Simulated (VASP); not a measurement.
# Pt (Fm-3m) in VASP: further runs

Pt is run at these levels: PBE; tasks: single point.

Program: VASP 6.6.1. These are calculated values, not measurements. Logs are shortened: lines on timing, memory, paths and dates and some standing lists are left out, and cuts for length are marked.

## Step 1: The cell of the first run

The structure is cubic, space group Fm-3m (No. 225). Conventional cell: a = 3.890 Å, b = 3.890 Å, c = 3.890 Å, α = 90.00°, β = 90.00°, γ = 90.00°. Within 3.6 Å of Pt (site symmetry m-3m) lie 12 Pt at 2.75 Å.

## Step 2: Single point, PBE

File INCAR:

```
SYSTEM = Pt
  PREC = Accurate
  ENCUT = 520
  EDIFF = 1E-7
  ISMEAR = -1
  SIGMA = 0.06122561905347299
  LREAL = .FALSE.
  LASPH = .TRUE.
  NELM = 80
  ALGO = Normal
  ISIF = 2
  LWAVE = .FALSE.
  LCHARG = .FALSE.
  GGA = PE
  NBANDS = 11
```

File KPOINTS:

```
regular mesh
0
G
  47 47 47
  0 0 0
```

File POSCAR:

```
Pt
1.0
    0.0000000000      1.9450127372      1.9450127372
    1.9450127372      0.0000000000      1.9450127372
    1.9450127372      1.9450127372      0.0000000000
Pt
1
Direct
    0.0000000000      0.0000000000      0.0000000000
```

Potentials or basis: VASP PAW PBE potentials, release 64 (Pt).

On the command line:

```console
$ cat potpaw_PBE.64/Pt/POTCAR > POTCAR
$ mpirun -np 1 vasp_std > vasp.out
```

OUTCAR:

```text
SYSTEM = Pt
   PREC = Accurate
   ENCUT = 520
   EDIFF = 1E-7
   ISMEAR = -1
   LREAL = .FALSE.
   LASPH = .TRUE.
   NELM = 80
   ISIF = 2
   GGA = PE

 ion  position               nearest neighbor table
   1  0.000  0.000  0.000-

  LATTYP: Found a face centered cubic cell.
 ALAT       =     3.8900254744

  Lattice vectors:

 A1 = (   0.0000000000,   1.9450127372,   1.9450127372)
 A2 = (   1.9450127372,   0.0000000000,   1.9450127372)
 A3 = (   1.9450127372,   1.9450127372,   0.0000000000)

Analysis of symmetry for initial positions (statically):
=====================================================================
 Subroutine PRICEL returns:
 Original cell was already a primitive cell.

 Routine SETGRP: Setting up the symmetry group for a
 face centered cubic supercell.

 Subroutine GETGRP returns: Found 48 space group operations
 (whereof 48 operations were pure point group operations)
 out of a pool of 48 trial point group operations.

The static configuration has the point symmetry O_h .

Analysis of symmetry for dynamics (positions and initial velocities):
=====================================================================
 Subroutine PRICEL returns:
 Original cell was already a primitive cell.

 Routine SETGRP: Setting up the symmetry group for a
 face centered cubic supercell.

 Subroutine GETGRP returns: Found 48 space group operations
 (whereof 48 operations were pure point group operations)
 out of a pool of 48 trial point group operations.

The dynamic configuration has the point symmetry O_h .

 Subroutine INISYM returns: Found 48 space group operations
 (whereof 48 operations are pure point group operations),
 and found     1 'primitive' translations

----------------------------------------------------------------------------------------

                                     Primitive cell

  volume of cell :      14.7163

  direct lattice vectors                    reciprocal lattice vectors
     0.000000000  1.945012737  1.945012737    -0.257067725  0.257067725  0.257067725
     1.945012737  0.000000000  1.945012737     0.257067725 -0.257067725  0.257067725
     1.945012737  1.945012737  0.000000000     0.257067725  0.257067725 -0.257067725

  length of vectors
     2.750663392  2.750663392  2.750663392     0.445254361  0.445254361  0.445254361

  position of ions in fractional coordinates (direct lattice)
     0.000000000  0.000000000  0.000000000

  ion indices of the primitive-cell ions
   primitive index   ion index
                 1           1

----------------------------------------------------------------------------------------

 KPOINTS: regular mesh

Automatic generation of k-mesh.
 Grid dimensions read from file:
 generate k-points for:   47   47   47

 Generating k-lattice:

  Cartesian coordinates                     Fractional coordinates (reciprocal lattice)
    -0.005469526  0.005469526  0.005469526     0.021276596  0.000000000  0.000000000
     0.005469526 -0.005469526  0.005469526     0.000000000  0.021276596  0.000000000
     0.005469526  0.005469526 -0.005469526     0.000000000  0.000000000  0.021276596

  Length of vectors
     0.009473497  0.009473497  0.009473497

  Shift w.r.t. Gamma in fractional coordinates (k-lattice)
     0.000000000  0.000000000  0.000000000

 Subroutine IBZKPT returns following result:
 ===========================================

 Found   2600 irreducible k-points:

 Following reciprocal coordinates:
            Coordinates               Weight
  0.000000  0.000000  0.000000      1.000000
  0.021277  0.000000  0.000000      8.000000
  0.042553  0.000000  0.000000      8.000000
  0.063830  0.000000  0.000000      8.000000
  0.085106  0.000000  0.000000      8.000000
  0.106383  0.000000  0.000000      8.000000
[... 16 lines left out ...]
  0.468085  0.000000  0.000000      8.000000
  0.489362  0.000000  0.000000      8.000000
 [... further k-points ...]
   k-points           NKPTS =   2600   k-points in BZ     NKDIM =   2600   number of bands    NBANDS=     11
   number of dos      NEDOS =    301   number of ions     NIONS =      1
   total plane-waves  NPLWV =   8000
   dimension x,y,z NGX =    20 NGY =   20 NGZ =   20
   dimension x,y,z NGXF=    40 NGYF=   40 NGZF=   40
   ions per type =               1
   NGX,Y,Z   is equivalent  to a cutoff of  12.09, 12.09, 12.09 a.u.
   NGXF,Y,Z  is equivalent  to a cutoff of  24.18, 24.18, 24.18 a.u.
 SYSTEM =  Pt
   PREC   = accura    normal or accurate (medium, high low for compatibility)
   ISTART =      0    job   : 0-new  1-cont  2-samecut
   ICHARG =      2    charge: 1-file 2-atom 10-const
   ISPIN  =      1    spin polarized calculation?
   LNONCOLLINEAR =      F non collinear calculations
   LSORBIT =      F    spin-orbit coupling
   LASPH  =      T    aspherical Exc in radial PAW
   ENCUT  =  520.0 eV  38.22 Ry    6.18 a.u.   5.11  5.11  5.11*2*pi/ulx,y,z
   NELM   =     80;   NELMIN=  2; NELMDL= -5     # of ELM steps
   EDIFF  = 0.1E-06   stopping-criterion for ELM
   LREAL  =      F    real-space projection
   EDIFFG = 0.1E-05   stopping-criterion for IOM
   NSW    =      0    number of steps for IOM
   IBRION =     -1    ionic relax: 0-MD 1-quasi-New 2-CG
   NFREE  =      0    steps in history (QN), initial steepest desc. (CG)
   ISIF   =      2    stress and relaxation
   ISYM   =      2    0-nonsym 1-usesym 2-fastsym
   POTIM  = 0.5000    time-step for ionic-motion
   TEBEG  =    0.0;   TEEND  =   0.0 temperature during run
   PSTRESS=    0.0 pullay stress
   NELECT =      10.0000    total number of electrons
   NUPDOWN=      -1.0000    fix difference up-down
   EMIN   =  10.00;   EMAX   =-10.00  energy-range for DOS
   EFERMI =   0.00;   METHOD = LEGACY
   ISMEAR =    -1;   SIGMA  =   0.06  broadening in eV -4-tet -1-fermi 0-gaus
   EFERMI_NEDOS =   21; number of points for ismear=-14 and -15
   IALGO  =     38    algorithm
   IMIX   =      4    mixing-type and parameters
     AMIX     =   0.40;   BMIX     =  1.00
     AMIX_MAG =   1.60;   BMIX_MAG =  1.00
  volume/ion in A,a.u.               =      14.72        99.31
  Fermi-wavevector in a.u.,A,eV,Ry     =   1.439270  2.719827 28.184457  2.071499
  Thomas-Fermi vector in A             =   2.558145
   LORBIT       =      0    0 simple, 1 ext, 2 COOP (PROOUT), +10 PAW based schemes
   GGA     = PE    functional components
   LHFCALC =     F    Hartree Fock is set to
   AEXX    =    0.0000 exact exchange contribution
   IVDW    =     0    specifies the selected vdW correction
   LEPSILON=     F    determine dielectric tensor
   LRPA    =     F    only Hartree local field effects (RPA)
 non-spin polarized calculation
  energy-cutoff  :      520.00
  volume of cell :       14.72
 maximum number of plane-waves:       411
   NGX = 11   NGY = 11   NGZ = 11

 number of electron      10.0000000 magnetization

 Free energy of the ion-electron system (eV)
  ---------------------------------------------------
  ext. energy  EPLUGINS =         0.00000000
  ---------------------------------------------------
  free energy    TOTEN  =        -6.06350687 eV

  energy without entropy =       -6.04180200  energy(sigma->0) =       -6.05265443

 E-fermi :  11.7442     XC(G=0): -13.6382

 val. band max:       11.7442405435   @ k =   0.4894   0.3830   0.0638
 cond. band min:      11.7442720128   @ k =  -0.4681   0.1277   0.0426
 fundamental gap:      0.0000314693
 Fermi energy:        11.7442451404

 k-point     1 :       0.0000    0.0000    0.0000
  band No.  band energies     occupation
      1       1.2474      2.00000
      2       7.8018      2.00000
      3       7.8018      2.00000
      4       7.8018      2.00000
      5      10.0461      2.00000
      6      10.0461      2.00000
      7      26.3089      0.00000
      8      31.4153      0.00000
      9      31.4153      0.00000
     10      31.4153      0.00000
     11      36.8500      0.00000

 k-point     2 :       0.0213    0.0000    0.0000
  band No.  band energies     occupation
      1       1.2662      2.00000
      2       7.7929      2.00000
      3       7.8096      2.00000
      4       7.8096      2.00000
      5      10.0415      2.00000
      6      10.0415      2.00000
      7      26.3393      0.00000
      8      31.3047      0.00000
      9      31.4448      0.00000
     10      31.4448      0.00000
     11      36.9761      0.00000

 k-point     3 :       0.0426    0.0000    0.0000
  band No.  band energies     occupation
      1       1.3225      2.00000
      2       7.7667      2.00000
      3       7.8325      2.00000
      4       7.8325      2.00000
      5      10.0281      2.00000
      6      10.0281      2.00000
      7      26.4294      0.00000
      8      31.0008      0.00000
      9      31.5329      0.00000
     10      31.5329      0.00000
     11      37.3215      0.00000

 k-point     4 :       0.0638    0.0000    0.0000
  band No.  band energies     occupation
      1       1.4155      2.00000
      2       7.7250      2.00000
      3       7.8693      2.00000
      4       7.8693      2.00000
      5      10.0075      2.00000
      6      10.0075      2.00000
      7      26.5757      0.00000
      8      30.5617      0.00000
      9      31.6784      0.00000
     10      31.6784      0.00000
     11      37.8062      0.00000

 k-point     5 :       0.0851    0.0000    0.0000
  band No.  band energies     occupation
      1       1.5439      2.00000
      2       7.6705      2.00000
      3       7.9180      2.00000
      4       7.9180      2.00000
      5       9.9826      2.00000
      6       9.9826      2.00000
      7      26.7726      0.00000
      8      30.0404      0.00000
      9      31.8796      0.00000
     10      31.8796      0.00000
     11      38.3083      0.00000
[... 211 lines left out ...]
 k-point    21 :       0.4255    0.0000    0.0000
  band No.  band energies     occupation
      1       4.1571      2.00000
      2       7.7925      2.00000
      3       7.7925      2.00000
      4      10.2351      2.00000
      5      11.5741      1.88309
      6      11.5741      1.88309
      7      19.0363      0.00000
      8      26.1462      0.00000
      9      31.4388      0.00000
     10      31.4388      0.00000
     11      39.8429      0.00000

 k-point    22 :       0.4468    0.0000    0.0000
  band No.  band energies     occupation
      1       4.1588      2.00000
      2       7.7627      2.00000
      3       7.7627      2.00000
      4      10.6473      2.00000
      5      11.6774      1.49771
      6      11.6774      1.49771
      7      18.4666      0.00000
      8      26.0181      0.00000
      9      31.1743      0.00000
     10      31.1743      0.00000
     11      40.1945      0.00000

 k-point    23 :       0.4681    0.0000    0.0000
  band No.  band energies     occupation
      1       4.1580      2.00000
      2       7.7425      2.00000
      3       7.7425      2.00000
      4      10.9679      1.99999
      5      11.7488      0.96275
      6      11.7488      0.96274
      7      18.0411      0.00000
      8      25.9327      0.00000
      9      30.9950      0.00000
     10      30.9950      0.00000
     11      40.4452      0.00000

 k-point    24 :       0.4894    0.0000    0.0000
  band No.  band energies     occupation
      1       4.1571      2.00000
      2       7.7322      2.00000
      3       7.7322      2.00000
      4      11.1463      1.99989
      5      11.7854      0.67636
      6      11.7854      0.67636
      7      17.8102      0.00000
      8      25.8900      0.00000
      9      30.9044      0.00000
     10      30.9044      0.00000
     11      40.5762      0.00000

 [... further k-points ...]

------------------------ aborting loop because EDIFF is reached ----------------------------------------

  FORCE on cell =-STRESS in cart. coord.  units (eV):
  Direction    XX          YY          ZZ          XY          YZ          ZX
  --------------------------------------------------------------------------------------
  -------------------------------------------------------------------------------------
  Total        1.6013547      1.6013547      1.6013547     -0.0000000      0.0000000      0.0000000
  in kB      174.3415025    174.3415025    174.3415025     -0.0000000      0.0000000      0.0000000
  external PRESSURE =     174.3415025 kB  Pullay stress =       0.0000000 kB

 VOLUME and BASIS-vectors are now :
 -----------------------------------------------------------------------------
  energy-cutoff  :      520.00
  volume of cell :       14.72
      direct lattice vectors                 reciprocal lattice vectors
     0.000000000  1.945012737  1.945012737    -0.257067725  0.257067725  0.257067725
     1.945012737  0.000000000  1.945012737     0.257067725 -0.257067725  0.257067725
     1.945012737  1.945012737  0.000000000     0.257067725  0.257067725 -0.257067725

 POSITION                                       TOTAL-FORCE (eV/Angst)
 -----------------------------------------------------------------------------------
      0.00000      0.00000      0.00000         0.000000      0.000000      0.000000
 -----------------------------------------------------------------------------------
    total drift:                                0.000000      0.000000     -0.000000

  FREE ENERGIE OF THE ION-ELECTRON SYSTEM (eV)
  ---------------------------------------------------
  free  energy   TOTEN  =        -6.0635068672 eV

  energy  without entropy=       -6.0418020001  energy(sigma->0) =       -6.05265443
```

Wall time 2.1 min (1 thread of Intel Xeon Platinum 8559C (Emerald Rapids), shared host); peak memory 0.5 GiB.

What came out:

* Free energy: -6.0635 eV
* Pressure: 17.4 GPa
* Band gap on the k mesh: zero (band 5 reaches 12.26 eV, above the bottom of band 6 at 9.93 eV)

Levels at points of the mesh, in eV from the Fermi level:
```
           k point  band 1  band 2  band 3  band 4  band 5  band 6  band 7  band 8  band 9  band 10
(0.00, 0.00, 0.00)  -10.50   -3.94   -3.94   -3.94   -1.70   -1.70   14.56   19.67   19.67    19.67
```

Caveat: spin-orbit coupling is left out, which moves the levels of the heavy elements.

## Step 3: Single point, PBE

This run uses another cell than the first one, of 15.03 Å³/atom, 1.021 times its volume.

File INCAR:

```
PREC = Accurate ; ENCUT = 520
EDIFF = 1E-6 ; ISMEAR = -1
SIGMA = 0.06122561905347299 ; LREAL = False
LASPH = True ; NELM = 80
ALGO = Normal ; ISIF = 2
LWAVE = False ; LCHARG = False
GGA = PE ; NBANDS = 11
```

File KPOINTS:

```
Automatic mesh
0
Gamma
  47 47 47
```

File POSCAR:

```
Pt
1.0
    0.0000000000      1.9587104613      1.9587104613
    1.9587104613      0.0000000000      1.9587104613
    1.9587104613      1.9587104613      0.0000000000
Pt
1
Direct
    0.0000000000      0.0000000000      0.0000000000
```

Potentials or basis: VASP PAW PBE potentials, release 64 (Pt).

On the command line:

```console
$ cat potpaw_PBE.64/Pt/POTCAR > POTCAR
$ mpirun -np 1 vasp_std > vasp.out
```

It took 2.1 min on 1 thread of Intel Xeon Platinum 8559C (Emerald Rapids), shared host; peak memory 0.53 GiB.

Results (log left out):

| Quantity | Value |
| --- | --- |
| Free energy | -6.0911 eV |
| Pressure | 10.6 GPa |
| Band gap on the k mesh | zero (band 5 reaches 11.82 eV, above the bottom of band 6 at 9.58 eV) |

Levels at points of the mesh, in eV from the Fermi level:
```
           k point  band 2  band 3  band 4  band 5  band 6  band 7  band 8  band 9
(0.00, 0.00, 0.00)   -3.81   -3.81   -3.81   -1.64   -1.64   14.63   19.62   19.62
```

Caveat: spin-orbit coupling is left out, which moves the levels of the heavy elements.
